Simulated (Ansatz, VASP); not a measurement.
## Zr3S2: VASP beside Ansatz

Contents of INCAR:

```
ALGO = Normal
EDIFF = 1E-6
EDIFFG = -0.04
ENCUT = 600
GGA = PE
IBRION = 2
ISIF = 3
ISMEAR = 0
LASPH = True
LCHARG = False
LREAL = False
LWAVE = False
NELM = 60
NSW = 90
PREC = Accurate
SIGMA = 0.1
```

Contents of KPOINTS:

```
k-points
0
Gamma
  4 4 6
```

Contents of POSCAR:

```
Zr3S2
1.0
    5.6329444303     -2.5831277094      0.0000000000
    5.6329444303      2.5831277094      0.0000000000
   -1.0682397167      0.0000000000      3.3280021082
Zr S
3 2
Direct
    0.1499252907      0.1499252907      0.6558043849
    0.5000000000      0.5000000000      0.0000000000
    0.8500747093      0.8500747093      0.3441956151
    0.6758299476      0.6758299476      0.6727775350
    0.3241700524      0.3241700524      0.3272224650
```

Input for Ansatz:

```yaml
crystal:
  lattice:
    - [5.6329444303, -2.5831277094, 0.0]
    - [5.6329444303, 2.5831277094, 0.0]
    - [-1.0682397167, 0.0, 3.3280021082]
  atoms:
    - { symbol: Zr, position: [0.1499252907, 0.1499252907, 0.6558043849] }
    - { symbol: Zr, position: [0.5, 0.5, 0.0] }
    - { symbol: Zr, position: [0.8500747093, 0.8500747093, 0.3441956151] }
    - { symbol: S, position: [0.6758299476, 0.6758299476, 0.672777535] }
    - { symbol: S, position: [0.3241700524, 0.3241700524, 0.327222465] }
basis:
  ecutwfc: 420
kpoints:
  mp_grid: { grid: [4, 4, 6] }
hamiltonian:
  xc: pbe
scf:
  occupations: { method: gaussian, width: 0.1 }
  lower_state_search: "off"
output:
  forces: true
  stress: true
  eigenvalues: true
relax:
  adjacent_minimum: "off"
  f_tol: 0.04
  max_steps: 70
  cell: { stress_tol: 0.4 }
```

Alike in both runs: task relaxation of cell and atoms; functional PBE; k mesh 4 × 4 × 6; occupations gaussian, width 0.1 eV; no spin polarisation.

```csv
,VASP,Ansatz
version,VASP 6.6.1,Ansatz 0.2.0
potentials or method,"VASP PAW PBE potentials, release 64 (Zr_sv, S), cutoff 600 eV","scalar-relativistic, plane waves, PAW"
valence electrons in the cell,48,48
```

Ansatz gave:

- gap on the k mesh at the Fermi level, each at its own relaxed structure (eV): none
- relaxed volume (Å³/atom): 19.37
- relaxed cell length with the largest relative difference (Å): 3.492

**Question.** What did VASP give for the same quantities?

**Answer.** gap on the k mesh at the Fermi level, each at its own relaxed structure (eV): none; relaxed volume (Å³/atom): 19.34; relaxed cell length with the largest relative difference (Å): 3.444.

A gap of «none» marks a metal or a gap that the smearing closes.
